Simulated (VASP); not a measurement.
# BiP (P-6m2) in VASP: a series of runs

The runs below take BiP through single point, relaxation of cell and atoms, with PBEsol.

Everything below comes from runs of VASP 6.6.1. Logs are shortened: lines on timing, memory, paths and dates and some standing lists are left out, and cuts for length are marked.

## 1. The cell of the first run

It takes space group P-6m2 (No. 187, hexagonal). Conventional cell: a = 3.872 Å, b = 3.872 Å, c = 3.725 Å, α = 90.00°, β = 90.00°, γ = 120.00°. Bi (site symmetry -6m2) has 6 P at 2.91 Å and 8 Bi at 3.72 to 3.87 Å within 3.9 Å. Within 3.9 Å of P (site symmetry -6m2) lie 6 Bi at 2.91 Å and 8 P at 3.72 to 3.87 Å.

## 2. Single point, PBEsol

Input file INCAR:

```
PREC = Accurate ; ENCUT = 520
EDIFF = 1E-6 ; ISMEAR = 0
SIGMA = 0.05 ; LREAL = False
LASPH = True ; NELM = 100
ALGO = Normal ; ISIF = 2
LWAVE = False ; LCHARG = False
GGA = PS ; NBANDS = 17
```

Input file KPOINTS:

```
Automatic mesh
0
Gamma
  10 10 10
```

Input file POSCAR:

```
BiP
1.0
    3.8721276817      0.0000000000      0.0000000000
   -1.9360638409      3.3533609391      0.0000000000
    0.0000000000      0.0000000000      3.7248206314
Bi P
1 1
Direct
    0.0000000000      0.0000000000      0.0000000000
    0.6666666667      0.3333333333      0.5000000000
```

Potentials or basis: VASP PAW PBE potentials, release 64 (Bi_d, P).

Command:

```
$ cat potpaw_PBE.64/Bi_d/POTCAR potpaw_PBE.64/P/POTCAR > POTCAR
$ mpirun -np 1 vasp_std > vasp.out
```

OUTCAR:

```text
PREC = Accurate
   ENCUT = 520
   EDIFF = 1E-6
   ISMEAR = 0
   LREAL = False
   LASPH = True
   NELM = 100
   ISIF = 2
   GGA = PS

 ion  position               nearest neighbor table
   1  0.000  0.000  0.000-   2 2.91   2 2.91   2 2.91   2 2.91   2 2.91   2 2.91
   2  0.667  0.333  0.500-   1 2.91   1 2.91   1 2.91   1 2.91   1 2.91   1 2.91

  LATTYP: Found a hexagonal cell.
 ALAT       =     3.8721276817
 C/A-ratio  =     0.9619570783

  Lattice vectors:

 A1 = (   3.8721276817,   0.0000000000,   0.0000000000)
 A2 = (  -1.9360638409,   3.3533609391,   0.0000000000)
 A3 = (   0.0000000000,   0.0000000000,   3.7248206314)

Analysis of symmetry for initial positions (statically):
=====================================================================
 Subroutine PRICEL returns:
 Original cell was already a primitive cell.

 Routine SETGRP: Setting up the symmetry group for a
 hexagonal supercell.

 Subroutine GETGRP returns: Found 12 space group operations
 (whereof 12 operations were pure point group operations)
 out of a pool of 24 trial point group operations.

The static configuration has the point symmetry D_3h.

Analysis of symmetry for dynamics (positions and initial velocities):
=====================================================================
 Subroutine PRICEL returns:
 Original cell was already a primitive cell.

 Routine SETGRP: Setting up the symmetry group for a
 hexagonal supercell.

 Subroutine GETGRP returns: Found 12 space group operations
 (whereof 12 operations were pure point group operations)
 out of a pool of 24 trial point group operations.

The dynamic configuration has the point symmetry D_3h.

 Subroutine INISYM returns: Found 12 space group operations
 (whereof 12 operations are pure point group operations),
 and found     1 'primitive' translations

----------------------------------------------------------------------------------------

                                     Primitive cell

  volume of cell :      48.3655

  direct lattice vectors                    reciprocal lattice vectors
     3.872127682  0.000000000  0.000000000     0.258255947  0.149104140  0.000000000
    -1.936063841  3.353360939  0.000000000     0.000000000  0.298208281  0.000000000
     0.000000000  0.000000000  3.724820631     0.000000000  0.000000000  0.268469303

  length of vectors
     3.872127682  3.872127682  3.724820631     0.298208281  0.298208281  0.268469303

  position of ions in fractional coordinates (direct lattice)
     0.000000000  0.000000000  0.000000000
     0.666666667  0.333333333  0.500000000

  ion indices of the primitive-cell ions
   primitive index   ion index
                 1           1
                 2           2

----------------------------------------------------------------------------------------

 KPOINTS: Automatic mesh

Automatic generation of k-mesh.
 Grid dimensions read from file:
 generate k-points for:   10   10   10

 Generating k-lattice:

  Cartesian coordinates                     Fractional coordinates (reciprocal lattice)
     0.025825595  0.014910414  0.000000000     0.100000000 -0.000000000  0.000000000
     0.000000000  0.029820828  0.000000000     0.000000000  0.100000000  0.000000000
     0.000000000  0.000000000  0.026846930     0.000000000  0.000000000  0.100000000

  Length of vectors
     0.029820828  0.029820828  0.026846930

  Shift w.r.t. Gamma in fractional coordinates (k-lattice)
     0.000000000  0.000000000  0.000000000

 Subroutine IBZKPT returns following result:
 ===========================================

 Found     84 irreducible k-points:

 Following reciprocal coordinates:
            Coordinates               Weight
  0.000000  0.000000  0.000000      1.000000
  0.100000  0.000000  0.000000      6.000000
  0.200000  0.000000  0.000000      6.000000
  0.300000  0.000000  0.000000      6.000000
  0.400000  0.000000  0.000000      6.000000
  0.500000  0.000000  0.000000      3.000000
[... 16 lines left out ...]
  0.300000  0.100000  0.100000     24.000000
  0.400000  0.100000  0.100000     24.000000
 [... further k-points ...]
   k-points           NKPTS =     84   k-points in BZ     NKDIM =     84   number of bands    NBANDS=     17
   number of dos      NEDOS =    301   number of ions     NIONS =      2
   total plane-waves  NPLWV =  25200
   dimension x,y,z NGX =    30 NGY =   30 NGZ =   28
   dimension x,y,z NGXF=    60 NGYF=   60 NGZF=   56
   ions per type =               1   1
   NGX,Y,Z   is equivalent  to a cutoff of  12.88, 12.88, 12.50 a.u.
   NGXF,Y,Z  is equivalent  to a cutoff of  25.76, 25.76, 24.99 a.u.
 SYSTEM =  unknown system
   PREC   = accura    normal or accurate (medium, high low for compatibility)
   ISTART =      0    job   : 0-new  1-cont  2-samecut
   ICHARG =      2    charge: 1-file 2-atom 10-const
   ISPIN  =      1    spin polarized calculation?
   LNONCOLLINEAR =      F non collinear calculations
   LSORBIT =      F    spin-orbit coupling
   LASPH  =      T    aspherical Exc in radial PAW
   ENCUT  =  520.0 eV  38.22 Ry    6.18 a.u.   7.20  7.20  6.93*2*pi/ulx,y,z
   NELM   =    100;   NELMIN=  2; NELMDL= -5     # of ELM steps
   EDIFF  = 0.1E-05   stopping-criterion for ELM
   LREAL  =      F    real-space projection
   EDIFFG = 0.1E-04   stopping-criterion for IOM
   NSW    =      0    number of steps for IOM
   IBRION =     -1    ionic relax: 0-MD 1-quasi-New 2-CG
   NFREE  =      0    steps in history (QN), initial steepest desc. (CG)
   ISIF   =      2    stress and relaxation
   ISYM   =      2    0-nonsym 1-usesym 2-fastsym
   POTIM  = 0.5000    time-step for ionic-motion
   TEBEG  =    0.0;   TEEND  =   0.0 temperature during run
   PSTRESS=    0.0 pullay stress
   NELECT =      20.0000    total number of electrons
   NUPDOWN=      -1.0000    fix difference up-down
   EMIN   =  10.00;   EMAX   =-10.00  energy-range for DOS
   EFERMI =   0.00;   METHOD = LEGACY
   ISMEAR =     0;   SIGMA  =   0.05  broadening in eV -4-tet -1-fermi 0-gaus
   EFERMI_NEDOS =   21; number of points for ismear=-14 and -15
   IALGO  =     38    algorithm
   IMIX   =      4    mixing-type and parameters
     AMIX     =   0.40;   BMIX     =  1.00
     AMIX_MAG =   1.60;   BMIX_MAG =  1.00
  volume/ion in A,a.u.               =      24.18       163.19
  Fermi-wavevector in a.u.,A,eV,Ry     =   1.219663  2.304828 20.239713  1.487577
  Thomas-Fermi vector in A             =   2.354907
   LORBIT       =      0    0 simple, 1 ext, 2 COOP (PROOUT), +10 PAW based schemes
   GGA     = PS    functional components
   LHFCALC =     F    Hartree Fock is set to
   AEXX    =    0.0000 exact exchange contribution
   IVDW    =     0    specifies the selected vdW correction
   LEPSILON=     F    determine dielectric tensor
   LRPA    =     F    only Hartree local field effects (RPA)
 non-spin polarized calculation
 Gauss-broadening in eV      SIGMA  =   0.05
  energy-cutoff  :      520.00
  volume of cell :       48.37
 maximum number of plane-waves:      1334
 NGX is ok and might be reduce to    30
   NGX = 15   NGY = 15   NGZ = 13

 number of electron      20.0000006 magnetization

 Free energy of the ion-electron system (eV)
  ---------------------------------------------------
  ext. energy  EPLUGINS =         0.00000000
  ---------------------------------------------------
  free energy    TOTEN  =        -9.58834221 eV

  energy without entropy =       -9.58699631  energy(sigma->0) =       -9.58766926

 E-fermi :   7.4928     XC(G=0): -10.4480

 val. band max:        7.4873422089   @ k =   0.0000   0.0000   0.5000
 cond. band min:       7.5077002437   @ k =   0.2000   0.1000   0.2000
 fundamental gap:      0.0203580349
 Fermi energy:         7.4928135945

 k-point     1 :       0.0000    0.0000    0.0000
  band No.  band energies     occupation
      1     -15.5605      2.00000
      2     -15.5324      2.00000
      3     -15.5324      2.00000
      4     -15.4744      2.00000
      5     -15.4744      2.00000
      6      -6.6435      2.00000
[... 9 lines left out ...]
     16      17.9222      0.00000
     17      17.9775      0.00000

 k-point     2 :       0.1000    0.0000    0.0000
  band No.  band energies     occupation
      1     -15.5580      2.00000
      2     -15.5330      2.00000
      3     -15.5271      2.00000
      4     -15.4770      2.00000
      5     -15.4750      2.00000
      6      -6.5244      2.00000
[... 9 lines left out ...]
     16      17.2295      0.00000
     17      17.6967      0.00000

 k-point     3 :       0.2000    0.0000    0.0000
  band No.  band energies     occupation
      1     -15.5538      2.00000
      2     -15.5322      2.00000
      3     -15.5131      2.00000
      4     -15.4837      2.00000
      5     -15.4766      2.00000
      6      -6.1724      2.00000
[... 9 lines left out ...]
     16      17.2236      0.00000
     17      17.2994      0.00000

 k-point     4 :       0.3000    0.0000    0.0000
  band No.  band energies     occupation
      1     -15.5541      2.00000
      2     -15.5259      2.00000
      3     -15.4957      2.00000
      4     -15.4919      2.00000
      5     -15.4786      2.00000
      6      -5.6117      2.00000
[... 9 lines left out ...]
     16      17.3233      0.00000
     17      17.5826      0.00000

 k-point     5 :       0.4000    0.0000    0.0000
  band No.  band energies     occupation
      1     -15.5568      2.00000
      2     -15.5185      2.00000
      3     -15.4985      2.00000
      4     -15.4816      2.00000
      5     -15.4802      2.00000
      6      -4.9291      2.00000
[... 9 lines left out ...]
     16      17.4590      0.00000
     17      17.7474      0.00000

 k-point     6 :       0.5000    0.0000    0.0000
  band No.  band energies     occupation
      1     -15.5581      2.00000
      2     -15.5153      2.00000
      3     -15.5010      2.00000
      4     -15.4808      2.00000
      5     -15.4762      2.00000
      6      -4.5106      2.00000
[... 9 lines left out ...]
     16      17.5741      0.00000
     17      18.5770      0.00000

 k-point     7 :       0.1000    0.1000    0.0000
  band No.  band energies     occupation
      1     -15.5538      2.00000
      2     -15.5339      2.00000
      3     -15.5172      2.00000
      4     -15.4814      2.00000
      5     -15.4763      2.00000
      6      -6.2885      2.00000
[... 9 lines left out ...]
     16      16.8937      0.00000
     17      17.2909      0.00000

 k-point     8 :       0.2000    0.1000    0.0000
  band No.  band energies     occupation
      1     -15.5496      2.00000
      2     -15.5319      2.00000
      3     -15.5023      2.00000
      4     -15.4884      2.00000
      5     -15.4785      2.00000
      6      -5.8299      2.00000
[... 9 lines left out ...]
     16      17.0204      0.00000
     17      17.2327      0.00000
[... 203 lines left out ...]
      1     -15.5536      2.00000
      2     -15.5133      2.00000
      3     -15.5022      2.00000
      4     -15.4832      2.00000
      5     -15.4812      2.00000
      6      -4.8314      2.00000
[... 9 lines left out ...]
     16      17.2940      0.00000
     17      17.4446      0.00000

 k-point    20 :       0.5000    0.0000    0.1000
  band No.  band energies     occupation
      1     -15.5551      2.00000
      2     -15.5101      2.00000
      3     -15.5047      2.00000
      4     -15.4836      2.00000
      5     -15.4759      2.00000
      6      -4.4171      2.00000
[... 9 lines left out ...]
     16      17.8279      0.00000
     17      18.8293      0.00000

 k-point    21 :       0.1000    0.1000    0.1000
  band No.  band energies     occupation
      1     -15.5463      2.00000
      2     -15.5335      2.00000
      3     -15.5167      2.00000
      4     -15.4844      2.00000
      5     -15.4790      2.00000
      6      -6.1839      2.00000
[... 9 lines left out ...]
     16      16.1544      0.00000
     17      17.1776      0.00000

 k-point    22 :       0.2000    0.1000    0.1000
  band No.  band energies     occupation
      1     -15.5439      2.00000
      2     -15.5298      2.00000
      3     -15.5016      2.00000
      4     -15.4917      2.00000
      5     -15.4812      2.00000
      6      -5.7268      2.00000
[... 9 lines left out ...]
     16      16.6513      0.00000
     17      18.0100      0.00000

 k-point    23 :       0.3000    0.1000    0.1000
  band No.  band energies     occupation
      1     -15.5468      2.00000
      2     -15.5193      2.00000
      3     -15.4990      2.00000
      4     -15.4881      2.00000
      5     -15.4835      2.00000
      6      -5.0924      2.00000
[... 9 lines left out ...]
     16      17.1931      0.00000
     17      18.0410      0.00000

 k-point    24 :       0.4000    0.1000    0.1000
  band No.  band energies     occupation
      1     -15.5493      2.00000
      2     -15.5116      2.00000
      3     -15.5034      2.00000
      4     -15.4851      2.00000
      5     -15.4801      2.00000
      6      -4.4592      2.00000
[... 9 lines left out ...]
     16      17.3683      0.00000
     17      18.2136      0.00000

 [... further k-points ...]
[... 5 lines left out ...]
  --------------------------------------------------------------------------------------
  -------------------------------------------------------------------------------------
  Total        0.0004336      0.0004336      0.0024564     -0.0000000     -0.0000000      0.0000000
  in kB        0.0143639      0.0143639      0.0813726     -0.0000000     -0.0000000      0.0000000
  external PRESSURE =       0.0367002 kB  Pullay stress =       0.0000000 kB

 VOLUME and BASIS-vectors are now :
 -----------------------------------------------------------------------------
  energy-cutoff  :      520.00
  volume of cell :       48.37
      direct lattice vectors                 reciprocal lattice vectors
     3.872127682  0.000000000  0.000000000     0.258255947  0.149104140  0.000000000
    -1.936063841  3.353360939  0.000000000     0.000000000  0.298208281  0.000000000
     0.000000000  0.000000000  3.724820631     0.000000000  0.000000000  0.268469303

 POSITION                                       TOTAL-FORCE (eV/Angst)
 -----------------------------------------------------------------------------------
      0.00000      0.00000      0.00000         0.000000      0.000000      0.000000
      1.93606      1.11779      1.86241        -0.000000     -0.000000      0.000000
 -----------------------------------------------------------------------------------
    total drift:                                0.000000     -0.000000      0.000000

  FREE ENERGIE OF THE ION-ELECTRON SYSTEM (eV)
  ---------------------------------------------------
  free  energy   TOTEN  =        -9.5883422148 eV

  energy  without entropy=       -9.5869963123  energy(sigma->0) =       -9.58766926
```

Run time: 55 s. Hardware: 1 thread of Intel Xeon Platinum 8259CL at 2.50GHz (Skylake/Cascade Lake), shared host; peak memory 0.2 GiB.

Results:

```yaml
Free_energy: -9.5883 eV
Pressure: 0.0 GPa
Band_gap_on_the_k_mesh: zero (bands 10 and 11 overlap by 2.99 eV)
```

Levels at points of the mesh, in eV from the Fermi level:
```
           k point  band 6  band 7  band 8  band 9  band 10  band 11  band 12  band 13  band 14  band 15
(0.00, 0.00, 0.00)  -14.14   -5.96   -2.79   -1.33    -1.33     2.46     2.46     3.65     6.27     6.59
(0.50, 0.00, 0.00)  -12.00   -9.87   -3.07   -2.28    -0.80     1.82     2.03     3.97     5.33     9.92
(0.00, 0.00, 0.50)  -11.98  -10.89   -0.01   -0.01     0.66     1.16     2.15     2.15     7.15     7.15
(0.50, 0.00, 0.50)  -10.41   -9.37   -5.39   -5.19    -0.72     0.25     2.20     2.30     9.62    11.06
```

Caveat: the PAW data sets were made with another functional, which shifts forces and pressure a little; spin-orbit coupling is left out, which moves the levels of the heavy elements.

## 3. Relaxation of cell and atoms, PBEsol

This run uses another cell than the first one, of 26.15 Å³/atom.

Input file INCAR:

```
  ALGO = Normal
  EDIFF = 1E-7
  EDIFFG = -0.01
  ENCUT = 600
  GGA = PS
  IBRION = 2
  ISIF = 3
  ISMEAR = 0
  LASPH = T
  LCHARG = F
  LREAL = F
  LWAVE = F
  NELM = 80
  NSW = 80
  PREC = Accurate
  SIGMA = 0.05
```

Input file KPOINTS:

```
k-points
0
Gamma
  10 10 10
```

Input file POSCAR:

```
BiP
1.0
    3.9553131248      0.0000000000      0.0000000000
   -1.9776565624      3.4254016460      0.0000000000
    0.0000000000      0.0000000000      3.8601896473
Bi P
1 1
Direct
    0.0000000000      0.0000000000      0.0000000000
    0.6666666667      0.3333333333      0.5000000000
```

Potentials or basis: VASP PAW PBE potentials, release 64 (Bi_d, P).

Command:

```
$ cat potpaw_PBE.64/Bi_d/POTCAR potpaw_PBE.64/P/POTCAR > POTCAR
$ mpirun -np 1 vasp_std > vasp.out
```

It took 2.6 min on 1 thread of Intel Xeon Platinum 8259CL at 2.50GHz (Skylake/Cascade Lake), shared host; peak memory 0.24 GiB.

It converged, with:

```yaml
Free_energy: -9.5890 eV
Relaxed_volume: 24.22 Å³/atom
Relaxed_cell: a = 3.874 Å, b = 3.874 Å, c = 3.726 Å, α = 90.00°, β = 90.00°, γ = 120.00°
Space_group_after_relaxing_to_0.1_Å: P-6m2 (No. 187)
Energy_gained_by_relaxing: 36.3 meV/atom
Ionic_steps: 5
Pressure_after_relaxing: 0.0 GPa
Band_gap_on_the_k_mesh: zero (bands 10 and 11 overlap by 2.97 eV)
```

The path:
| step | energy change (eV) | largest force (eV/Å) | pressure (GPa) | volume (Å³) |
| --- | --- | --- | --- | --- |
| 1 | 0.0000 | 0.0000 | -5.20 | 52.30 |
| 2 | -0.0405 | 0.0000 | 4.25 | 46.13 |
| 3 | -0.0726 | 0.0000 | -0.04 | 48.44 |
| 4 | -0.0726 | 0.0000 | 0.08 | 48.37 |
| 5 | -0.0726 | 0.0000 | -0.04 | 48.44 |

Final structure:
```xyz
2
Lattice="3.8745 0.0000 0.0000 -1.9372 3.3554 0.0000 0.0000 0.0000 3.7262" Properties=species:S:1:pos:R:3 pbc="T T T"
Bi    0.0000    0.0000    3.7262
P     1.9372    1.1185    1.8631
```

Levels at points of the mesh, in eV from the Fermi level:
```
           k point  band 8  band 9  band 10  band 11  band 12  band 13
(0.00, 0.00, 0.00)   -2.78   -1.33    -1.33     2.45     2.45     3.66
(0.50, 0.00, 0.00)   -3.06   -2.28    -0.79     1.82     2.03     3.98
(0.00, 0.00, 0.50)    0.00    0.00     0.65     1.15     2.15     2.15
(0.50, 0.00, 0.50)   -5.38   -5.18    -0.72     0.26     2.20     2.30
```

Caveat: the PAW data sets were made with another functional, which shifts forces and pressure a little; spin-orbit coupling is left out, which moves the levels of the heavy elements.
